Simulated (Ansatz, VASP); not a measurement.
# Two plane-wave programs on SiC

```xyz
4
Lattice="3.0760 0.0000 0.0000 -1.5380 2.6639 0.0000 0.0000 0.0000 5.0480" Properties=species:S:1:pos:R:3 pbc="T T T"
Si    1.5380    0.8880    2.5240
Si    0.0000    1.7759    0.0000
C     1.5380    0.8880    4.4675
C     0.0000    1.7759    1.9435
```

Alike in both runs: task single point; functional SVWN5; k mesh 10 × 10 × 5; occupations fermi-dirac, width 0.05 eV; no spin polarisation.

```csv
,VASP,Ansatz
version,VASP 6.6.1,Ansatz 0.2.0
potentials or method,"VASP PAW PBE potentials, release 64 (Si, C_h)",Ansatz PAW
plane-wave cutoff (eV),910,420
valence electrons in the cell,16,16
```

VASP gave:

- gap on the k mesh at the Fermi level (eV): 2.37
- least direct gap on the mesh (eV): 3.99
- rms of the force components (eV/Å): 0.429

Task: What did Ansatz give for the same quantities?

Result: gap on the k mesh at the Fermi level (eV): 2.37; least direct gap on the mesh (eV): 3.99; rms of the force components (eV/Å): 0.423.

VASP's potentials were made for PBE, not for SVWN5. Atom by atom the forces differ by 0.006 eV/Å (rms over components). With one functional, cell and mesh, what is left measures potentials, basis and numerics.

Noted on VASP's run: the cutoff is short for stress, so the pressure is rough. Noted on Ansatz's run: odd divisions of the mesh miss points on the zone boundary, where band edges often lie, so the gap on the mesh can be too wide.
